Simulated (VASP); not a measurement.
Set up this calculation in VASP 6.6.1, as the native input.

```
Task                   : single point
Functional             : LDA
Potentials or basis    : VASP PAW LDA potentials, release 64 (Si, O)
Cutoff                 : 600 eV
k mesh                 : 6 × 6 × 6
Occupations            : gaussian, width 0.05 eV
Spin                   : no spin polarisation
Dipole correction      : no
Further INCAR settings : ALGO = Normal; EDIFF = 1e-06; NBANDS = 15
```

The structure of SiO2 lies in POSCAR:

```
SiO2
1.0
    0.0000000000      2.2539871990      2.2539871990
    2.2539871990      0.0000000000      2.2539871990
    2.2539871990      2.2539871990      0.0000000000
Si O
1 2
Direct
    0.0000000000      0.0000000000      0.0000000000
    0.2500000000      0.2500000000      0.2500000000
    0.7500000000      0.7500000000      0.7500000000
```

One way to write it, as run:

INCAR

```
PREC = Accurate ; ENCUT = 600
EDIFF = 1E-6 ; ISMEAR = 0
SIGMA = 0.05 ; LREAL = False
LASPH = True ; NELM = 120
ALGO = Normal ; ISIF = 2
LWAVE = False ; LCHARG = False
NBANDS = 15 ; GGA_COMPAT = False
```

KPOINTS

```
Automatic mesh
0
Gamma
  6 6 6
```

Potentials or basis: VASP PAW LDA potentials, release 64 (Si, O).

The run is started by

```console
$ cat potpaw_LDA.64/Si/POTCAR potpaw_LDA.64/O/POTCAR > POTCAR
$ mpirun -np 1 vasp_std > vasp.out
```

Results of the run:

| Property | Result |
| --- | --- |
| Pressure | 0.7 GPa |
| Band gap on the k mesh | 1.83 eV, direct |

Run time: 7.2 s on 1 thread of Intel(R) Xeon(R) 6975P-C (Granite Rapids), on a shared host, peak memory 0.13 GiB.
